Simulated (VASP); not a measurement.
# Lu (P6_3/mmc) in VASP: notebook

Runs on Lu. Level: RPBE. Tasks: single point.

All numbers are computed with VASP 6.6.1; they aren't measurements. Logs are shortened: lines on timing, memory, paths and dates and some standing lists are left out, and cuts for length are marked.

## 1. The cell of the first run

It takes space group P6_3/mmc (No. 194, hexagonal). Conventional cell: a = 3.649 Å, b = 3.649 Å, c = 5.724 Å, α = 90.00°, β = 90.00°, γ = 120.00°. Lu (site symmetry -6m2) has 12 Lu at 3.55 to 3.65 Å within 4.7 Å.

## 2. Single point, RPBE (33.00 Å³/atom)

Contents of INCAR:

```
  PREC = Accurate
  ENCUT = 520
  EDIFF = 1E-6
  ISMEAR = -1
  SIGMA = 0.1
  LREAL = False
  LASPH = True
  NELM = 60
  ALGO = Normal
  ISIF = 2
  LWAVE = False
  LCHARG = False
  GGA = RP
  NBANDS = 32
```

Contents of KPOINTS:

```
Automatic mesh
0
Gamma
  17 17 9
```

Contents of POSCAR:

```
Lu
1.0
    3.6485495073      0.0000000000      0.0000000000
   -1.8242747537      3.1597365603      0.0000000000
    0.0000000000      0.0000000000      5.7242908107
Lu
2
Direct
    0.3333333333      0.6666666667      0.2500000000
    0.6666666667      0.3333333333      0.7500000000
```

Potentials or basis: VASP PAW PBE potentials, release 64 (Lu).

Run with:

```bash
$ cat potpaw_PBE.64/Lu/POTCAR > POTCAR
$ mpirun -np 1 vasp_std > vasp.out
```

OUTCAR:

```text
PREC = Accurate
   ENCUT = 520
   EDIFF = 1E-6
   ISMEAR = -1
   LREAL = False
   LASPH = True
   NELM = 60
   ISIF = 2
   GGA = RP

 ion  position               nearest neighbor table
   1  0.333  0.667  0.250-   2 3.55   2 3.55   2 3.55   2 3.55   2 3.55   2 3.55
   2  0.667  0.333  0.750-   1 3.55   1 3.55   1 3.55   1 3.55   1 3.55   1 3.55

  LATTYP: Found a hexagonal cell.
 ALAT       =     3.6485495073
 C/A-ratio  =     1.5689223345

  Lattice vectors:

 A1 = (   3.6485495073,   0.0000000000,   0.0000000000)
 A2 = (  -1.8242747537,   3.1597365603,   0.0000000000)
 A3 = (   0.0000000000,   0.0000000000,   5.7242908107)

Analysis of symmetry for initial positions (statically):
=====================================================================
 Subroutine PRICEL returns:
 Original cell was already a primitive cell.

 Routine SETGRP: Setting up the symmetry group for a
 hexagonal supercell.

 Subroutine GETGRP returns: Found 24 space group operations
 (whereof 12 operations were pure point group operations)
 out of a pool of 24 trial point group operations.

The static configuration has the point symmetry D_3d.
 The point group associated with its full space group is D_6h.

Analysis of symmetry for dynamics (positions and initial velocities):
=====================================================================
 Subroutine PRICEL returns:
 Original cell was already a primitive cell.

 Routine SETGRP: Setting up the symmetry group for a
 hexagonal supercell.

 Subroutine GETGRP returns: Found 24 space group operations
 (whereof 12 operations were pure point group operations)
 out of a pool of 24 trial point group operations.

The dynamic configuration has the point symmetry D_3d.
 The point group associated with its full space group is D_6h.

 Subroutine INISYM returns: Found 24 space group operations
 (whereof 12 operations are pure point group operations),
 and found     1 'primitive' translations

----------------------------------------------------------------------------------------

                                     Primitive cell

  volume of cell :      65.9922

  direct lattice vectors                    reciprocal lattice vectors
     3.648549507  0.000000000  0.000000000     0.274081521  0.158241040  0.000000000
    -1.824274754  3.159736560  0.000000000     0.000000000  0.316482080  0.000000000
[... 74 lines left out ...]
   NGXF,Y,Z  is equivalent  to a cutoff of  25.52, 25.52, 27.88 a.u.
 SYSTEM =  unknown system
   PREC   = accura    normal or accurate (medium, high low for compatibility)
   ISTART =      0    job   : 0-new  1-cont  2-samecut
   ICHARG =      2    charge: 1-file 2-atom 10-const
   ISPIN  =      1    spin polarized calculation?
   LNONCOLLINEAR =      F non collinear calculations
   LSORBIT =      F    spin-orbit coupling
   LASPH  =      T    aspherical Exc in radial PAW
   ENCUT  =  520.0 eV  38.22 Ry    6.18 a.u.   6.78  6.78 10.64*2*pi/ulx,y,z
   NELM   =     60;   NELMIN=  2; NELMDL= -5     # of ELM steps
   EDIFF  = 0.1E-05   stopping-criterion for ELM
   LREAL  =      F    real-space projection
   EDIFFG = 0.1E-04   stopping-criterion for IOM
   NSW    =      0    number of steps for IOM
   IBRION =     -1    ionic relax: 0-MD 1-quasi-New 2-CG
   NFREE  =      0    steps in history (QN), initial steepest desc. (CG)
   ISIF   =      2    stress and relaxation
   ISYM   =      2    0-nonsym 1-usesym 2-fastsym
   POTIM  = 0.5000    time-step for ionic-motion
   TEBEG  =    0.0;   TEEND  =   0.0 temperature during run
   PSTRESS=    0.0 pullay stress
   NELECT =      50.0000    total number of electrons
   NUPDOWN=      -1.0000    fix difference up-down
   EMIN   =  10.00;   EMAX   =-10.00  energy-range for DOS
   EFERMI =   0.00;   METHOD = LEGACY
   ISMEAR =    -1;   SIGMA  =   0.10  broadening in eV -4-tet -1-fermi 0-gaus
   EFERMI_NEDOS =   21; number of points for ismear=-14 and -15
   IALGO  =     38    algorithm
   IMIX   =      4    mixing-type and parameters
     AMIX     =   0.40;   BMIX     =  1.00
     AMIX_MAG =   1.60;   BMIX_MAG =  1.00
  volume/ion in A,a.u.               =      33.00       222.67
  Fermi-wavevector in a.u.,A,eV,Ry     =   1.492453  2.820327 30.305820  2.227415
  Thomas-Fermi vector in A             =   2.604979
   LORBIT       =      0    0 simple, 1 ext, 2 COOP (PROOUT), +10 PAW based schemes
   GGA     = RP    functional components
   LHFCALC =     F    Hartree Fock is set to
   AEXX    =    0.0000 exact exchange contribution
   IVDW    =     0    specifies the selected vdW correction
   LEPSILON=     F    determine dielectric tensor
   LRPA    =     F    only Hartree local field effects (RPA)
 non-spin polarized calculation
  energy-cutoff  :      520.00
  volume of cell :       65.99
 maximum number of plane-waves:      1793
 NGX is ok and might be reduce to    28
   NGX = 13   NGY = 13   NGZ = 21

 number of electron      50.0000002 magnetization

 Free energy of the ion-electron system (eV)
  ---------------------------------------------------
  ext. energy  EPLUGINS =         0.00000000
  ---------------------------------------------------
  free energy    TOTEN  =        -8.39414541 eV

  energy without entropy =       -8.27204881  energy(sigma->0) =       -8.33309711

 E-fermi :   1.8624     XC(G=0):  -9.9465

 val. band max:        1.8572305995   @ k =   0.3529   0.1765   0.3333
 cond. band min:       1.8652604286   @ k =   0.3529   0.0000   0.1111
 fundamental gap:      0.0080298291
 Fermi energy:         1.8624180754

 k-point     1 :       0.0000    0.0000    0.0000
  band No.  band energies     occupation
      1     -54.6825      2.00000
      2     -54.6635      2.00000
      3     -25.4848      2.00000
      4     -25.2132      2.00000
      5     -25.2132      2.00000
      6     -25.1587      2.00000
[... 829 lines left out ...]
     31       5.7576      0.00000
     32       6.4719      0.00000

 [... further k-points ...]
[... 5 lines left out ...]
  --------------------------------------------------------------------------------------
  -------------------------------------------------------------------------------------
  Total       -1.1974510     -1.1974510     -1.1054267      0.0000000     -0.0000000     -0.0000000
  in kB      -29.0720417    -29.0720417    -26.8378501      0.0000000     -0.0000000     -0.0000000
  external PRESSURE =     -28.3273112 kB  Pullay stress =       0.0000000 kB

 VOLUME and BASIS-vectors are now :
 -----------------------------------------------------------------------------
  energy-cutoff  :      520.00
  volume of cell :       65.99
      direct lattice vectors                 reciprocal lattice vectors
     3.648549507  0.000000000  0.000000000     0.274081521  0.158241040  0.000000000
    -1.824274754  3.159736560  0.000000000     0.000000000  0.316482080  0.000000000
     0.000000000  0.000000000  5.724290811     0.000000000  0.000000000  0.174694129

 POSITION                                       TOTAL-FORCE (eV/Angst)
 -----------------------------------------------------------------------------------
     -0.00000      2.10649      1.43107         0.000000     -0.000000      0.000000
      1.82427      1.05325      4.29322        -0.000000      0.000000      0.000000
 -----------------------------------------------------------------------------------
    total drift:                               -0.000000      0.000000     -0.000000

  FREE ENERGIE OF THE ION-ELECTRON SYSTEM (eV)
  ---------------------------------------------------
  free  energy   TOTEN  =        -8.3941454146 eV

  energy  without entropy=       -8.2720488095  energy(sigma->0) =       -8.33309711
```

stdout:

```text
POSCAR found type information on POSCAR Lu
 POSCAR found :  1 types and       2 ions
 scaLAPACK will be used
 -----------------------------------------------------------------------------
|                                                                             |
|                                                                             |
|     You enforced a specific xc type in the INCAR file but a different       |
|     I HOPE YOU KNOW WHAT YOU ARE DOING!                                     |
|                                                                             |
 -----------------------------------------------------------------------------

 LDA part: xc-table for (Slater+PW92), standard interpolation
 POSCAR, INCAR and KPOINTS ok, starting setup
 FFT: planning ... GRIDC
 FFT: planning ... GRID_SOFT
 FFT: planning ... GRID
 WAVECAR not read
 entering main loop
```

Wall time 9 min (1 thread of Intel Xeon 8259CL, shared host); peak memory 0.41 GiB.

What came out:

```
Free energy            : -8.3941 eV
Pressure               : -2.8 GPa
Band gap on the k mesh : zero (bands 25 and 26 overlap by 1.44 eV)
```

Caveat: the PAW data sets were made with another functional, which shifts forces and pressure a little; spin-orbit coupling is left out, which moves the levels of the heavy elements.

## 3. Single point, RPBE (34.22 Å³/atom)

This run uses another cell than the first one, of 34.22 Å³/atom.

Contents of INCAR:

```
ALGO     = Normal         # electronic algorithm
EDIFF    = 1E-6           # SCF threshold, eV
ENCUT    = 520            # plane-wave cutoff, eV
GGA      = RP             # functional
ISIF     = 2              # what is computed and relaxed
ISMEAR   = -1             # smearing method
LASPH    = T              # aspherical terms in the spheres
LCHARG   = F              # write CHGCAR
LREAL    = F              # projectors in reciprocal space
LWAVE    = F              # write WAVECAR
NBANDS   = 32             # bands
NELM     = 100            # most SCF steps
PREC     = Accurate       # precision mode
SIGMA    = 0.1            # smearing width, eV
```

Contents of KPOINTS:

```
k-points
0
Gamma
  17 17 9
```

Contents of POSCAR:

```
Lu
1.0
    3.6930483991      0.0000000000      0.0000000000
   -1.8465241995      3.1982737310      0.0000000000
    0.0000000000      0.0000000000      5.7941061158
Lu
2
Direct
    0.3333333333      0.6666666667      0.2500000000
    0.6666666667      0.3333333333      0.7500000000
```

Potentials or basis: VASP PAW PBE potentials, release 64 (Lu).

Run with:

```bash
$ cat potpaw_PBE.64/Lu/POTCAR > POTCAR
$ mpirun -np 1 vasp_std > vasp.out
```

It took 6.2 min on 1 thread of Intel Xeon 8259CL, shared host; peak memory 0.41 GiB.

It converged, with:

| Property | Result |
| --- | --- |
| Free energy | -8.3436 eV |
| Pressure | -3.9 GPa |
| Band gap on the k mesh | zero (bands 25 and 26 overlap by 1.40 eV) |

Stress tensor (GPa, compression positive):
```
-4.04  0.00  0.00
 0.00 -4.04  0.00
 0.00  0.00 -3.73
```

Levels at points of the mesh, in eV from the Fermi level:
| k point | band 21 | band 22 | band 23 | band 24 | band 25 | band 26 | band 27 | band 28 | band 29 | band 30 |
| --- | --- | --- | --- | --- | --- | --- | --- | --- | --- | --- |
| (0.00, 0.00, 0.00) | -5.23 | -5.22 | -5.21 | -2.13 | 0.21 | 2.08 | 2.08 | 2.40 | 2.68 | 2.68 |

Caveat: the cell stands under tension; the PAW data sets were made with another functional, which shifts forces and pressure a little; spin-orbit coupling is left out, which moves the levels of the heavy elements.
